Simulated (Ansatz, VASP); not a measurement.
Si3N4 in VASP and in Ansatz

```xyz
14
Lattice="0.0000 3.8946 3.8946 3.8946 0.0000 3.8946 3.8946 3.8946 0.0000" Properties=species:S:1:pos:R:3 pbc="T T T"
Si    2.9210    2.9210    0.9737
Si    2.9210    0.9737    2.9210
Si    0.9737    2.9210    2.9210
Si    0.9737    0.9737    0.9737
Si    5.8419    5.8419    5.8419
Si    3.8946    3.8946    3.8946
N     2.8629    2.8629    2.8629
N     6.8737    4.8102    4.8102
N     4.8102    4.8102    6.8737
N     4.8102    6.8737    4.8102
N     4.9264    4.9264    2.8629
N     4.9264    2.8629    4.9264
N     6.8737    6.8737    6.8737
N     2.8629    4.9264    4.9264
```

Alike in both runs: functional PBE; k mesh 6 × 6 × 6; occupations gaussian, width 0.02 eV; no spin polarisation.

Ansatz relaxed the structure, and its values are those at the end. VASP's run is a single point on that final structure, the one shown.

|  | VASP | Ansatz |
| --- | --- | --- |
| version | VASP 6.6.1 | Ansatz 0.2.0 |
| potentials or method | VASP PAW PBE potentials, release 64 (Si, N), cutoff 520 eV | scalar-relativistic, plane waves, PAW |
| valence electrons in the cell | 64 | 64 |

|  | VASP | Ansatz | Ansatz less VASP |
| --- | --- | --- | --- |
| gap on the k mesh at the Fermi level (eV) | 3.33 | 3.34 | +0.011 |
| least direct gap on the mesh (eV) | 3.37 | 3.38 | +0.010 |
| pressure (GPa) | -0.2 | 0.0 | +0.18 |
| rms of the force components (eV/Å) | 0.003 | 0.000 | -0.0030 |
